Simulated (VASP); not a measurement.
## ZnS: relaxation of cell and atoms with PBE

The system is ZnS.

```
Zn S
1.0
     3.70267    0.00000    0.00000
    -1.85134    3.20661    0.00000
     0.00000    0.00000    5.97645
Zn S
2 2
Cartesian
  1.8513 1.0689 2.9918
  0.0000 2.1377 0.0036
  1.8513 1.0689 5.2575
  0.0000 2.1377 2.2693
```

| Property | Result |
| --- | --- |
| Program | VASP 6.6.1 |
| Task | relaxation of cell and atoms |
| Functional | PBE |
| Potentials or basis | VASP PAW PBE potentials, release 64 (Zn, S) |
| Cutoff | 600 eV |
| k mesh | 6 × 6 × 4 |
| Occupations | gaussian, width 0.1 eV |
| Spin | no spin polarisation |
| Dipole correction | no |
| Further INCAR settings | ALGO = Normal; EDIFF = 1e-06; IBRION = 2; EDIFFG = -0.05; NSW = 80; ISIF = 3 |

```yaml
Relaxed_volume: 20.17 Å³/atom
Relaxed_cell: a = 3.843 Å, b = 3.843 Å, c = 6.307 Å, α = 90.00°, β = 90.00°, γ = 120.00°
Space_group_after_relaxing_to_0.05_Å: P6_3mc (No. 186)
Energy_gained_by_relaxing: 85.2 meV/atom
Ionic_steps: 6
Pressure_after_relaxing: 0.2 GPa
Largest_force_after_relaxing: 0.035 eV/Å
Band_gap_on_the_k_mesh: 2.09 eV, direct
```

Forces in eV/Å, atoms in the order of the input:
```
Zn   0.000  0.000  0.035
Zn   0.000  0.000  0.035
S    0.000  0.000 -0.035
S    0.000  0.000 -0.035
```

Stress tensor (GPa, compression positive):
```
 0.30  0.00  0.00
 0.00  0.30  0.00
 0.00  0.00 -0.01
```

Step by step:
| step | energy change (eV) | largest force (eV/Å) | pressure (GPa) | volume (Å³) |
| --- | --- | --- | --- | --- |
| 1 | 0.0000 | 0.0735 | 12.17 | 70.96 |
| 2 | -0.2845 | 0.0474 | -3.48 | 85.72 |
| 3 | -0.3387 | 0.0596 | -0.05 | 80.91 |
| 4 | -0.3386 | 0.0601 | 0.17 | 80.71 |
| 5 | -0.3398 | 0.0529 | 0.19 | 80.70 |
| 6 | -0.3409 | 0.0354 | 0.19 | 80.68 |

Final structure:
```xyz
4
Lattice="3.8434 0.0000 0.0000 -1.9217 3.3285 0.0000 0.0000 0.0000 6.3068" Properties=species:S:1:pos:R:3 pbc="T T T"
Zn    1.9217    1.1095    3.1688
Zn    0.0000    2.2190    0.0154
S     1.9217    1.1095    5.5366
S     0.0000    2.2190    2.3832
```

Levels at points of the mesh, in eV from the valence-band top:
```tsv
k point	band 14	band 15	band 16	band 17	band 18	band 19	band 20	band 21	band 22
(0.00, 0.00, 0.00)	-0.85	-0.85	-0.07	0.00	0.00	2.09	3.05	6.33	6.33
(0.50, 0.00, 0.00)	-4.03	-3.14	-2.14	-1.60	-0.86	3.68	4.18	5.14	6.95
(0.00, 0.00, 0.50)	-2.80	-0.44	-0.44	-0.44	-0.44	3.48	3.48	6.78	6.78
(0.50, 0.00, 0.50)	-4.74	-1.56	-1.56	-1.55	-1.55	3.54	3.54	5.23	5.23
```

It took 110 s on 1 thread of Intel(R) Xeon(R) Platinum 8559C (Emerald Rapids), with other jobs on the host, peak memory 0.21 GiB.

Caveat: the relaxation stopped at a loose force limit of 0.05 eV/Å, so its end isn't a converged minimum.
